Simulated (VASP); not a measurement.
**HfC: single point with LDA**

Crystal: HfC.

```
Hf C
1.0
     0.00000    2.32500    2.32500
     2.32500    0.00000    2.32500
     2.32500    2.32500    0.00000
Hf C
1 1
Cartesian
  2.3250 2.3250 2.3250
  0.0000 0.0000 0.0000
```

| Item | Value |
| --- | --- |
| Program | VASP 6.6.1 |
| Task | single point |
| Functional | LDA |
| Potentials or basis | VASP PAW LDA potentials, release 64 (Hf_pv, C) |
| Cutoff | 520 eV |
| k mesh | 12 × 12 × 12 |
| Occupations | fermi-dirac, width 0.05 eV |
| Spin | no spin polarisation |
| Dipole correction | no |
| Further INCAR settings | ALGO = Normal; EDIFF = 1e-06; NBANDS = 14 |

```json
{"Pressure": "-11.6 GPa", "Band gap on the k mesh": "zero (band 7 reaches 6.87 eV, above the bottom of band 8 at 5.44 eV)"}
```

Levels at points of the mesh, in eV from the Fermi level:
```tsv
k point	band 5	band 6	band 7	band 8	band 9	band 10
(0.00, 0.00, 0.00)	1.00	1.00	1.00	1.28	1.28	1.28
(0.50, 0.00, 0.00)	-6.15	-3.01	-3.01	5.18	5.18	5.67
(0.50, 0.50, 0.00)	-2.52	-1.85	-0.07	-0.07	5.22	6.60
```

Run time: 7 s on 1 thread of Intel(R) Xeon(R) 6975P-C (Granite Rapids), on a shared host, peak memory 0.14 GiB.

Caveat: spin-orbit coupling is left out, which moves the levels of the heavy elements.
